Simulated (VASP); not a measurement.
Here is a VASP 6.6.1 calculation.

INCAR

```
  PREC = Accurate
  ENCUT = 520
  EDIFF = 1E-6
  ISMEAR = 0
  SIGMA = 0.1
  LREAL = False
  LASPH = True
  NELM = 100
  ALGO = Normal
  ISIF = 2
  LWAVE = False
  LCHARG = False
  GGA = PE
  NBANDS = 12
```

KPOINTS

```
Automatic mesh
0
Gamma
  6 6 6
```

POSCAR

```
Be2N
1.0
    2.8933948900      0.0000000000      0.0000000000
    0.0000000000      2.8933948900      0.0000000000
    0.0000000000      0.0000000000      3.6457996000
Be N
2 1
Direct
    0.0000000000      0.0000000000      0.2794651100
    0.0000000000      0.0000000000      0.7205348900
    0.0000000000      0.0000000000      0.0000000000
```

Potentials or basis: VASP PAW PBE potentials, release 64 (Be, N).

Launch:

```sh
$ cat potpaw_PBE.64/Be/POTCAR potpaw_PBE.64/N/POTCAR > POTCAR
$ mpirun -np 1 vasp_std > vasp.out
```

(1) What does it give for the pressure?

(2) Predict the largest force.

Answers

(1) 192.8 GPa.

(2) 43.458 eV/Å.

Caveat: the k points lie up to 0.36 Å⁻¹ apart; forces of over 1 eV/Å act on the atoms, so gaps and moduli don't describe the material at rest.
